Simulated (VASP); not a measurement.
# Ti (P6_3/mmc) in VASP: further runs

Ti is run at these levels: revPBE; tasks: single point.

All numbers are computed with VASP 6.6.1; they aren't measurements. Logs are shortened: lines on timing, memory, paths and dates and some standing lists are left out, and cuts for length are marked.

## Step 1: The cell of the first run

It takes space group P6_3/mmc (No. 194, hexagonal). The conventional cell has a = 2.874 Å, b = 2.874 Å, c = 9.196 Å, α = 90.00°, β = 90.00°, γ = 120.00°. Ti (site symmetry -3m) has 12 Ti at 2.84 to 2.87 Å within 3.7 Å. Within 3.7 Å of Ti (site symmetry -6m2) lie 12 Ti at 2.84 to 2.87 Å.

## Step 2: Single point, revPBE (volume scaled by 0.92)

Contents of INCAR:

```
SYSTEM = Ti
ALGO = Normal
EDIFF = 1E-6
ENCUT = 520
GGA = RE
ISIF = 2
ISMEAR = -1
LASPH = .True.
LCHARG = .False.
LREAL = .False.
LWAVE = .False.
NBANDS = 32
NELM = 100
PREC = Accurate
SIGMA = 0.1
```

Contents of KPOINTS:

```
k-points
0
Gamma
  14 14 4
  0 0 0
```

Contents of POSCAR:

```
Ti
1.0
    2.8738576161      0.0000000000      0.0000000000
   -1.4369288080      2.4888337024      0.0000000000
    0.0000000000      0.0000000000      9.1964130917
Ti
4
Direct
    0.0000000000      1.0000000000      0.0000000000
    0.0000000000      1.0000000000      0.5000000000
    0.3333333333      0.6666666667      0.2500000000
    0.6666666667      0.3333333333      0.7500000000
```

Potentials or basis: VASP PAW PBE potentials, release 64 (Ti_sv).

On the command line:

```sh
cat potpaw_PBE.64/Ti_sv/POTCAR > POTCAR
mpirun -np 1 vasp_std > vasp.out
```

OUTCAR:

```text
SYSTEM = Ti
   EDIFF = 1E-6
   ENCUT = 520
   GGA = RE
   ISIF = 2
   ISMEAR = -1
   LASPH = .True.
   LREAL = .False.
   NELM = 100
   PREC = Accurate

 ion  position               nearest neighbor table
   1  0.000  0.000  0.000-   3 2.84   4 2.84   3 2.84   4 2.84   4 2.84   3 2.84
   2  0.000  0.000  0.500-   3 2.84   4 2.84   3 2.84   4 2.84   4 2.84   3 2.84
   3  0.333  0.667  0.250-   1 2.84   2 2.84   1 2.84   2 2.84   1 2.84   2 2.84
   4  0.667  0.333  0.750-   1 2.84   2 2.84   1 2.84   2 2.84   1 2.84   2 2.84

  LATTYP: Found a hexagonal cell.
 ALAT       =     2.8738576161
 C/A-ratio  =     3.2000239122

  Lattice vectors:

 A1 = (   2.8738576161,   0.0000000000,   0.0000000000)
 A2 = (  -1.4369288080,   2.4888337024,   0.0000000000)
 A3 = (   0.0000000000,   0.0000000000,   9.1964130917)

Analysis of symmetry for initial positions (statically):
=====================================================================
 Subroutine PRICEL returns:
 Original cell was already a primitive cell.

 Routine SETGRP: Setting up the symmetry group for a
 hexagonal supercell.

 Subroutine GETGRP returns: Found 24 space group operations
 (whereof 12 operations were pure point group operations)
 out of a pool of 24 trial point group operations.

The static configuration has the point symmetry D_3d.
 The point group associated with its full space group is D_6h.

Analysis of symmetry for dynamics (positions and initial velocities):
=====================================================================
 Subroutine PRICEL returns:
 Original cell was already a primitive cell.

 Routine SETGRP: Setting up the symmetry group for a
 hexagonal supercell.

 Subroutine GETGRP returns: Found 24 space group operations
 (whereof 12 operations were pure point group operations)
 out of a pool of 24 trial point group operations.

The dynamic configuration has the point symmetry D_3d.
 The point group associated with its full space group is D_6h.

 Subroutine INISYM returns: Found 24 space group operations
 (whereof 12 operations are pure point group operations),
 and found     1 'primitive' translations

----------------------------------------------------------------------------------------

                                     Primitive cell

  volume of cell :      65.7778

  direct lattice vectors                    reciprocal lattice vectors
     2.873857616  0.000000000  0.000000000     0.347964351  0.200897312  0.000000000
    -1.436928808  2.488833702  0.000000000     0.000000000  0.401794623  0.000000000
     0.000000000  0.000000000  9.196413092     0.000000000  0.000000000  0.108738047

  length of vectors
     2.873857616  2.873857616  9.196413092     0.401794623  0.401794623  0.108738047

  position of ions in fractional coordinates (direct lattice)
     0.000000000  0.000000000  0.000000000
     0.000000000  0.000000000  0.500000000
     0.333333333  0.666666667  0.250000000
     0.666666667  0.333333333  0.750000000

  ion indices of the primitive-cell ions
   primitive index   ion index
                 1           1
                 2           2
                 3           3
                 4           4

----------------------------------------------------------------------------------------

 KPOINTS: k-points

Automatic generation of k-mesh.
 Grid dimensions read from file:
 generate k-points for:   14   14    4

 Generating k-lattice:

  Cartesian coordinates                     Fractional coordinates (reciprocal lattice)
     0.024854596  0.014349808  0.000000000     0.071428571  0.000000000  0.000000000
     0.000000000  0.028699616  0.000000000     0.000000000  0.071428571  0.000000000
     0.000000000  0.000000000  0.027184512     0.000000000  0.000000000  0.250000000

  Length of vectors
     0.028699616  0.028699616  0.027184512

  Shift w.r.t. Gamma in fractional coordinates (k-lattice)
     0.000000000  0.000000000  0.000000000

 Subroutine IBZKPT returns following result:
 ===========================================

 Found     72 irreducible k-points:

 Following reciprocal coordinates:
            Coordinates               Weight
  0.000000  0.000000  0.000000      1.000000
  0.071429  0.000000  0.000000      6.000000
  0.142857 -0.000000  0.000000      6.000000
  0.214286  0.000000  0.000000      6.000000
  0.285714  0.000000  0.000000      6.000000
  0.357143  0.000000  0.000000      6.000000
[... 16 lines left out ...]
  0.285714  0.285714  0.000000      6.000000
  0.357143  0.285714  0.000000      6.000000
 [... further k-points ...]
   k-points           NKPTS =     72   k-points in BZ     NKDIM =     72   number of bands    NBANDS=     32
   number of dos      NEDOS =    301   number of ions     NIONS =      4
   total plane-waves  NPLWV =  40320
   dimension x,y,z NGX =    24 NGY =   24 NGZ =   70
   dimension x,y,z NGXF=    48 NGYF=   48 NGZF=  140
   ions per type =               4
   NGX,Y,Z   is equivalent  to a cutoff of  13.88, 13.88, 12.65 a.u.
   NGXF,Y,Z  is equivalent  to a cutoff of  27.77, 27.77, 25.31 a.u.
 SYSTEM =  Ti
   PREC   = accura    normal or accurate (medium, high low for compatibility)
   ISTART =      0    job   : 0-new  1-cont  2-samecut
   ICHARG =      2    charge: 1-file 2-atom 10-const
   ISPIN  =      1    spin polarized calculation?
   LNONCOLLINEAR =      F non collinear calculations
   LSORBIT =      F    spin-orbit coupling
   LASPH  =      T    aspherical Exc in radial PAW
   ENCUT  =  520.0 eV  38.22 Ry    6.18 a.u.   5.34  5.34 17.10*2*pi/ulx,y,z
   NELM   =    100;   NELMIN=  2; NELMDL= -5     # of ELM steps
   EDIFF  = 0.1E-05   stopping-criterion for ELM
   LREAL  =      F    real-space projection
   EDIFFG = 0.1E-04   stopping-criterion for IOM
   NSW    =      0    number of steps for IOM
   IBRION =     -1    ionic relax: 0-MD 1-quasi-New 2-CG
   NFREE  =      0    steps in history (QN), initial steepest desc. (CG)
   ISIF   =      2    stress and relaxation
   ISYM   =      2    0-nonsym 1-usesym 2-fastsym
   POTIM  = 0.5000    time-step for ionic-motion
   TEBEG  =    0.0;   TEEND  =   0.0 temperature during run
   PSTRESS=    0.0 pullay stress
   NELECT =      48.0000    total number of electrons
   NUPDOWN=      -1.0000    fix difference up-down
   EMIN   =  10.00;   EMAX   =-10.00  energy-range for DOS
   EFERMI =   0.00;   METHOD = LEGACY
   ISMEAR =    -1;   SIGMA  =   0.10  broadening in eV -4-tet -1-fermi 0-gaus
   EFERMI_NEDOS =   21; number of points for ismear=-14 and -15
   IALGO  =     38    algorithm
   IMIX   =      4    mixing-type and parameters
     AMIX     =   0.40;   BMIX     =  1.00
     AMIX_MAG =   1.60;   BMIX_MAG =  1.00
  volume/ion in A,a.u.               =      16.44       110.97
  Fermi-wavevector in a.u.,A,eV,Ry     =   1.473880  2.785229 29.556228  2.172321
  Thomas-Fermi vector in A             =   2.588719
   LORBIT       =      0    0 simple, 1 ext, 2 COOP (PROOUT), +10 PAW based schemes
   GGA     = RE    functional components
   LHFCALC =     F    Hartree Fock is set to
   AEXX    =    0.0000 exact exchange contribution
   IVDW    =     0    specifies the selected vdW correction
   LEPSILON=     F    determine dielectric tensor
   LRPA    =     F    only Hartree local field effects (RPA)
 non-spin polarized calculation
  energy-cutoff  :      520.00
  volume of cell :       65.78
 maximum number of plane-waves:      1799
 NGX is ok and might be reduce to    24
   NGX = 11   NGY = 11   NGZ = 35

 number of electron      47.9999992 magnetization

 Free energy of the ion-electron system (eV)
  ---------------------------------------------------
  ext. energy  EPLUGINS =         0.00000000
  ---------------------------------------------------
  free energy    TOTEN  =       -29.85095203 eV

  energy without entropy =      -29.65093037  energy(sigma->0) =      -29.75094120

 E-fermi :   8.9273     XC(G=0): -11.6814

 val. band max:        8.9252929475   @ k =   0.2143   0.1429   0.2500
 cond. band min:       8.9415348133   @ k =   0.1429   0.0714   0.5000
 fundamental gap:      0.0162418658
 Fermi energy:         8.9272610883

 k-point     1 :       0.0000    0.0000    0.0000
  band No.  band energies     occupation
      1     -47.8507      2.00000
      2     -47.7786      2.00000
      3     -47.7604      2.00000
      4     -47.6870      2.00000
      5     -24.4170      2.00000
      6     -24.0283      2.00000
[... 24 lines left out ...]
     31      10.1892      0.00001
     32      10.1892      0.00001

 k-point     2 :       0.0714    0.0000    0.0000
  band No.  band energies     occupation
      1     -47.8444      2.00000
      2     -47.7741      2.00000
      3     -47.7558      2.00000
      4     -47.6843      2.00000
      5     -24.4037      2.00000
      6     -24.0327      2.00000
[... 24 lines left out ...]
     31      10.2183      0.00000
     32      10.2836      0.00000

 k-point     3 :       0.1429   -0.0000    0.0000
  band No.  band energies     occupation
      1     -47.8265      2.00000
      2     -47.7613      2.00000
      3     -47.7431      2.00000
      4     -47.6769      2.00000
      5     -24.3654      2.00000
      6     -24.0520      2.00000
[... 24 lines left out ...]
     31      10.4530      0.00000
     32      10.5561      0.00000

 k-point     4 :       0.2143    0.0000    0.0000
  band No.  band energies     occupation
      1     -47.7998      2.00000
      2     -47.7428      2.00000
      3     -47.7246      2.00000
      4     -47.6669      2.00000
      5     -24.3070      2.00000
      6     -24.1025      2.00000
[... 24 lines left out ...]
     31      10.6641      0.00000
     32      10.7843      0.00000

 k-point     5 :       0.2857    0.0000    0.0000
  band No.  band energies     occupation
      1     -47.7685      2.00000
      2     -47.7221      2.00000
      3     -47.7040      2.00000
      4     -47.6572      2.00000
      5     -24.2437      2.00000
      6     -24.1884      2.00000
[... 584 lines left out ...]
     31      11.4102      0.00000
     32      11.6449      0.00000

 k-point    22 :       0.3571    0.2143    0.0000
  band No.  band energies     occupation
      1     -47.6888      2.00000
      2     -47.6788      2.00000
      3     -47.6608      2.00000
      4     -47.6508      2.00000
      5     -24.2979      2.00000
      6     -24.2389      2.00000
[... 24 lines left out ...]
     31      11.3019      0.00000
     32      12.0465      0.00000

 k-point    23 :       0.2857    0.2857    0.0000
  band No.  band energies     occupation
      1     -47.6862      2.00000
      2     -47.6778      2.00000
      3     -47.6598      2.00000
      4     -47.6514      2.00000
      5     -24.2673      2.00000
      6     -24.2019      2.00000
[... 24 lines left out ...]
     31      11.5408      0.00000
     32      11.7455      0.00000

 k-point    24 :       0.3571    0.2857    0.0000
  band No.  band energies     occupation
      1     -47.6770      2.00000
      2     -47.6749      2.00000
      3     -47.6569      2.00000
      4     -47.6549      2.00000
      5     -24.2575      2.00000
      6     -24.1812      2.00000
[... 24 lines left out ...]
     31      11.5366      0.00000
     32      11.8192      0.00000

 [... further k-points ...]
[... 5 lines left out ...]
  --------------------------------------------------------------------------------------
  -------------------------------------------------------------------------------------
  Total        4.0004814      4.0004814      4.0189967      0.0000000      0.0000000     -0.0000000
  in kB       97.4413375     97.4413375     97.8923240      0.0000000      0.0000000     -0.0000000
  external PRESSURE =      97.5916664 kB  Pullay stress =       0.0000000 kB

 VOLUME and BASIS-vectors are now :
 -----------------------------------------------------------------------------
  energy-cutoff  :      520.00
  volume of cell :       65.78
      direct lattice vectors                 reciprocal lattice vectors
     2.873857616  0.000000000  0.000000000     0.347964351  0.200897312  0.000000000
    -1.436928808  2.488833702  0.000000000     0.000000000  0.401794623  0.000000000
     0.000000000  0.000000000  9.196413092     0.000000000  0.000000000  0.108738047

 POSITION                                       TOTAL-FORCE (eV/Angst)
 -----------------------------------------------------------------------------------
      0.00000      0.00000      0.00000        -0.000000      0.000000     -0.000000
      0.00000      0.00000      4.59821        -0.000000      0.000000     -0.000000
     -0.00000      1.65922      2.29910        -0.000000      0.000000     -0.000000
      1.43693      0.82961      6.89731         0.000000     -0.000000      0.000000
 -----------------------------------------------------------------------------------
    total drift:                               -0.000000      0.000000      0.000000

  FREE ENERGIE OF THE ION-ELECTRON SYSTEM (eV)
  ---------------------------------------------------
  free  energy   TOTEN  =       -29.8509520276 eV

  energy  without entropy=      -29.6509303681  energy(sigma->0) =      -29.75094120
```

It took 72 s on 1 thread of Intel Xeon 6975P-C (Granite Rapids), shared host; peak memory 0.25 GiB.

Results:

```
Free energy            : -29.8510 eV
Pressure               : 9.8 GPa
Band gap on the k mesh : zero (band 24 reaches 9.68 eV, above the bottom of band 25 at 8.47 eV)
```

Levels at points of the mesh, in eV from the Fermi level:
| k point | band 22 | band 23 | band 24 | band 25 | band 26 | band 27 |
| --- | --- | --- | --- | --- | --- | --- |
| (0.00, 0.00, 0.00) | 0.14 | 0.71 | 0.71 | 0.78 | 0.78 | 0.90 |
| (0.50, 0.00, 0.00) | -1.29 | -1.11 | -0.07 | 0.08 | 0.64 | 1.19 |
| (0.00, 0.00, 0.50) | 0.25 | 0.68 | 0.68 | 0.85 | 0.85 | 0.85 |
| (0.50, 0.00, 0.50) | -1.61 | -0.19 | -0.19 | 0.78 | 0.78 | 1.00 |

Caveat: the PAW data sets were made with another functional, which shifts forces and pressure a little.

[end of part 1 of 2]
